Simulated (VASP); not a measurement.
# Si2Mo in VASP: single point with PBE

Aim: the single point of Si2Mo with PBE.

All numbers are computed with VASP 6.6.1; they aren't measurements. Logs are shortened: lines on timing, memory, paths and dates and some standing lists are left out, and cuts for length are marked.

### 1 The cell of the first run

The typed cell holds 3 atoms: a = 3.611 Å, b = 3.611 Å, c = 3.924 Å, α = 90.00°, β = 90.00°, γ = 60.00°.

### 2 Single point, PBE, non-collinear spin, zero start, spin-orbit coupling

INCAR

```
SYSTEM = Si2Mo
PREC = Accurate
ENCUT = 520
EDIFF = 1E-6
ISMEAR = -1
SIGMA = 0.1
LREAL = .False.
LASPH = .True.
NELM = 150
ALGO = Normal
ISIF = 2
LWAVE = .False.
LCHARG = .True.
MAGMOM = 0 0 0 0 0 0 0 0 0
LORBIT = 11
LSORBIT = .True.
GGA_COMPAT = .False.
LORBMOM = .True.
LMAXMIX = 4
GGA = PE
LVHAR = .True.
NBANDS = 35
```

KPOINTS

```
regular mesh
0
Gamma
  10 10 8
  0 0 0
```

POSCAR

```
Si2Mo
1.0
    1.8055060000      3.1272260000      0.0000000000
   -1.8055060000      3.1272260000      0.0000000000
    0.0000000000      0.0000000000      3.9241380000
Mo Si
1 2
Direct
    0.0000000000      0.0000000000      0.0000000000
    0.3333000000      0.3334000000      0.5000000000
    0.6666000000      0.6667000000      0.5000000000
```

Potentials or basis: VASP PAW PBE potentials, release 64 (Mo_sv, Si).

Command:

```bash
$ cat potpaw_PBE.64/Mo_sv/POTCAR potpaw_PBE.64/Si/POTCAR > POTCAR
$ mpirun -np 1 vasp_ncl > vasp.out
```

OUTCAR:

```text
SYSTEM = Si2Mo
   PREC = Accurate
   ENCUT = 520
   EDIFF = 1E-6
   ISMEAR = -1
   LREAL = .False.
   LASPH = .True.
   NELM = 150
   ISIF = 2
   LORBIT = 11
   LSORBIT = .True.
   GGA = PE

 ion  position               nearest neighbor table
   1  0.000  0.000  0.000-   3 2.86   3 2.86   2 2.86   2 2.86   2 2.86   3 2.86   2 2.86   3 2.86
                             3 2.86   3 2.86   2 2.86   2 2.86
   2  0.333  0.333  0.500-   3 2.08   3 2.08   3 2.08   1 2.86   1 2.86   1 2.86   1 2.86   1 2.86
                             1 2.86
   3  0.667  0.667  0.500-   2 2.08   2 2.08   2 2.08   1 2.86   1 2.86   1 2.86   1 2.86   1 2.86
                             1 2.86

  LATTYP: Found a hexagonal cell.
 ALAT       =     3.6110101594
 C/A-ratio  =     1.0867147493

  Lattice vectors:

 A1 = (   1.8055060000,  -3.1272260000,   0.0000000000)
 A2 = (   1.8055060000,   3.1272260000,   0.0000000000)
 A3 = (   0.0000000000,   0.0000000000,   3.9241380000)

Analysis of symmetry for initial positions (statically):
=====================================================================
 Subroutine PRICEL returns:
 Original cell was already a primitive cell.

 Routine SETGRP: Setting up the symmetry group for a
 hexagonal supercell.

 Subroutine GETGRP returns: Found  4 space group operations
 (whereof  4 operations were pure point group operations)
 out of a pool of 24 trial point group operations.

The static configuration has the point symmetry C_2v.

Analysis of symmetry for dynamics (positions and initial velocities):
=====================================================================
 Subroutine PRICEL returns:
 Original cell was already a primitive cell.

 Routine SETGRP: Setting up the symmetry group for a
 hexagonal supercell.

 Subroutine GETGRP returns: Found  4 space group operations
 (whereof  4 operations were pure point group operations)
 out of a pool of 24 trial point group operations.

The dynamic configuration has the point symmetry C_2v.

Analysis of structural, dynamic, and magnetic symmetry:
=====================================================================
 Subroutine PRICEL returns:
 Original cell was already a primitive cell.

 Routine SETGRP: Setting up the symmetry group for a
 hexagonal supercell.

 Subroutine GETGRP returns: Found  4 space group operations
 (whereof  4 operations were pure point group operations)
[... 1076 lines left out ...]
      0.00000      0.00000      0.00000         0.000570      0.000000      0.000000
     -0.00018      2.08492      1.96207        -0.000285     -0.005748      0.000000
     -0.00018      4.16953      1.96207        -0.000285      0.005748      0.000000
 -----------------------------------------------------------------------------------
    total drift:                               -0.000001      0.000000      0.000000

  FREE ENERGIE OF THE ION-ELECTRON SYSTEM (eV)
  ---------------------------------------------------
  free  energy   TOTEN  =       -18.8314076571 eV

  energy  without entropy=      -18.7198772883  energy(sigma->0) =      -18.77564247

 orbital moment (x)

 # of ion     p       d       tot
 ----------------------------------------
  1         0.000   0.000   0.000
  2         0.000   0.000   0.000
  3         0.000   0.000   0.000
 ----------------------------------------
            0.000   0.000   0.000

 orbital moment (y)

 # of ion     p       d       tot
 ----------------------------------------
  1         0.000   0.000   0.000
  2         0.000   0.000   0.000
  3         0.000   0.000   0.000
 ----------------------------------------
            0.000   0.000   0.000

 orbital moment (z)

 # of ion     p       d       tot
 ----------------------------------------
  1         0.000   0.000   0.000
  2        -0.000   0.000  -0.000
  3         0.000   0.000   0.000
 ----------------------------------------
            0.000   0.000   0.000

 Spin-Orbit-Coupling matrix elements

 Ion:    1  E_soc:     -0.2111796
 l=   1
     0.0000000    -0.0298832    -0.0298062
    -0.0298832     0.0000000    -0.0298832
    -0.0298062    -0.0298832     0.0000000
 l=   2
     0.0000000    -0.0009445     0.0000000    -0.0009444    -0.0042703
    -0.0009445     0.0000000    -0.0036737    -0.0006215    -0.0009445
     0.0000000    -0.0036737     0.0000000    -0.0036738     0.0000000
    -0.0009444    -0.0006215    -0.0036738     0.0000000    -0.0009445
    -0.0042703    -0.0009445     0.0000000    -0.0009445     0.0000000
 l=   3
     0.0000000     0.0000000     0.0000000     0.0000000     0.0000000     0.0000000     0.0000000
     0.0000000     0.0000000     0.0000000     0.0000000     0.0000000     0.0000000     0.0000000
     0.0000000     0.0000000     0.0000000     0.0000000     0.0000000     0.0000000     0.0000000
     0.0000000     0.0000000     0.0000000     0.0000000     0.0000000     0.0000000     0.0000000
[... 29 lines left out ...]
 l=   2
     0.0000000     0.0000000     0.0000000     0.0000000     0.0000000
     0.0000000     0.0000000     0.0000000     0.0000000     0.0000000
     0.0000000     0.0000000     0.0000000     0.0000000     0.0000000
     0.0000000     0.0000000     0.0000000     0.0000000     0.0000000
     0.0000000     0.0000000     0.0000000     0.0000000     0.0000000
 l=   3
     0.0000000     0.0000000     0.0000000     0.0000000     0.0000000     0.0000000     0.0000000
     0.0000000     0.0000000     0.0000000     0.0000000     0.0000000     0.0000000     0.0000000
     0.0000000     0.0000000     0.0000000     0.0000000     0.0000000     0.0000000     0.0000000
     0.0000000     0.0000000     0.0000000     0.0000000     0.0000000     0.0000000     0.0000000
     0.0000000     0.0000000     0.0000000     0.0000000     0.0000000     0.0000000     0.0000000
     0.0000000     0.0000000     0.0000000     0.0000000     0.0000000     0.0000000     0.0000000
     0.0000000     0.0000000     0.0000000     0.0000000     0.0000000     0.0000000     0.0000000

 total charge

# of ion       s       p       d       tot
------------------------------------------
    1        2.199   6.077   3.987  12.263
    2        0.756   1.068   0.000   1.824
    3        0.756   1.068   0.000   1.824
--------------------------------------------------
tot          3.712   8.212   3.987  15.911

 magnetization (x)

# of ion       s       p       d       tot
------------------------------------------
    1        0.000   0.000   0.000   0.000
    2        0.000   0.000   0.000   0.000
    3        0.000   0.000   0.000   0.000
--------------------------------------------------
tot          0.000   0.000   0.000   0.000

 magnetization (y)

# of ion       s       p       d       tot
------------------------------------------
    1        0.000   0.000   0.000   0.000
    2        0.000   0.000   0.000   0.000
    3        0.000   0.000   0.000   0.000
--------------------------------------------------
tot          0.000   0.000   0.000   0.000

 magnetization (z)

# of ion       s       p       d       tot
------------------------------------------
    1        0.000   0.000   0.000   0.000
    2       -0.000  -0.000   0.000  -0.000
    3        0.000   0.000   0.000   0.000
--------------------------------------------------
tot          0.000   0.000   0.000   0.000
```

OSZICAR:

```text
N       E                     dE             d eps       ncg     rms          rms(c)
DAV:   1     0.153761534682E+03    0.15376E+03   -0.11304E+04 19954   0.119E+03
DAV:   2    -0.156325523482E+02   -0.16939E+03   -0.16308E+03 22281   0.325E+02
DAV:   3    -0.211859643960E+02   -0.55534E+01   -0.53100E+01 24502   0.523E+01
DAV:   4    -0.212689622346E+02   -0.82998E-01   -0.82222E-01 22522   0.591E+00
DAV:   5    -0.212703464487E+02   -0.13842E-02   -0.13828E-02 23944   0.726E-01    0.155E+01
DAV:   6    -0.198449553683E+02    0.14254E+01   -0.18699E+01 21067   0.257E+01    0.778E+00
DAV:   7    -0.188450736612E+02    0.99988E+00   -0.36940E+00 20511   0.141E+01    0.423E+00
DAV:   8    -0.188341265039E+02    0.10947E-01   -0.15647E-01 22047   0.254E+00    0.150E+00
DAV:   9    -0.188317876588E+02    0.23388E-02   -0.50570E-03 22509   0.516E-01    0.474E-01
DAV:  10    -0.188314782770E+02    0.30938E-03   -0.32697E-04 21841   0.115E-01    0.279E-01
DAV:  11    -0.188314138047E+02    0.64472E-04   -0.23307E-04 21806   0.866E-02    0.112E-01
DAV:  12    -0.188314091544E+02    0.46503E-05   -0.56464E-05 21316   0.590E-02    0.180E-02
DAV:  13    -0.188314075915E+02    0.15629E-05   -0.46839E-06 21291   0.176E-02    0.317E-03
DAV:  14    -0.188314076571E+02   -0.65564E-07   -0.41545E-07 11839   0.496E-03
   1 F= -.18831408E+02 E0= -.18775642E+02  d E =-.111530E+00  mag=    -0.0000     0.0000    -0.0000
```

stdout:

```text
POSCAR found type information on POSCAR MoSi
 POSCAR found :  2 types and       3 ions
 scaLAPACK will be used
 LDA part: xc-table for (Slater+PW92), standard interpolation
 POSCAR, INCAR and KPOINTS ok, starting setup
 FFT: planning ... GRIDC
 FFT: planning ... GRID_SOFT
 FFT: planning ... GRID
 WAVECAR not read
 entering main loop
```

Run time: 14 min. Hardware: 1 thread of Oxide Virtual Turin-like, shared host; peak memory 0.64 GiB.

What came out:

| Item | Value |
| --- | --- |
| Free energy | -18.8314 eV |
| Pressure | 14.3 GPa |
| Largest force | 0.006 eV/Å |
| Net moment | 0.00 μB per cell |
| Valence electrons inside the program's atomic spheres | Mo 12.26; Si 1.82 |

Forces on the atoms (eV/Å):
```
Mo   0.001  0.000  0.000
Si   0.000 -0.006  0.000
Si   0.000  0.006  0.000
```

Moments on the atoms (μB; x, y, z):
```
Mo  0.00 0.00 0.00
Si  0.00 0.00 0.00
Si  0.00 0.00 0.00
```

Caveat: the stress differs along the axes, from -14 to 29 GPa.
